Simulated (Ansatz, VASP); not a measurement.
## TiAl3: VASP beside Ansatz

```
CELL_PARAMETERS angstrom
3.90067 0.00000 0.00000
0.00000 3.97242 0.00000
0.00000 0.00000 21.02628
ATOMIC_POSITIONS crystal
Al 0.50000 0.00000 0.35500
Al 0.00000 0.50000 0.35480
Al 0.50000 0.50000 0.45466
Al 0.00000 0.50000 0.54534
Al 0.00000 0.00000 0.64500
Al 0.50000 0.50000 0.64520
Ti 0.00000 0.00000 0.44679
Ti 0.50000 0.00000 0.55321
```

Alike in both runs: functional PBEsol; k mesh 9 × 9 × 1; occupations gaussian, width 0.1 eV; no spin polarisation.

Ansatz relaxed the structure, and its values are those at the end. VASP's run is a single point on that final structure, the one shown.

|  | VASP | Ansatz |
| --- | --- | --- |
| version | VASP 6.6.1 | Ansatz 0.2.0 |
| potentials or method | VASP PAW PBE potentials, release 64 (Al, Ti_sv), cutoff 520 eV | scalar-relativistic, plane waves, PAW |
| valence electrons in the cell | 42 | 42 |

```tsv
	VASP	Ansatz	Ansatz less VASP
gap on the k mesh at the Fermi level (eV)	none	none	-
rms of the force components (eV/Å)	0.009	0.009	-0.0005
```

VASP's potentials were made for PBE, not for PBEsol. A gap of «none» marks a metal or a gap that the smearing closes.
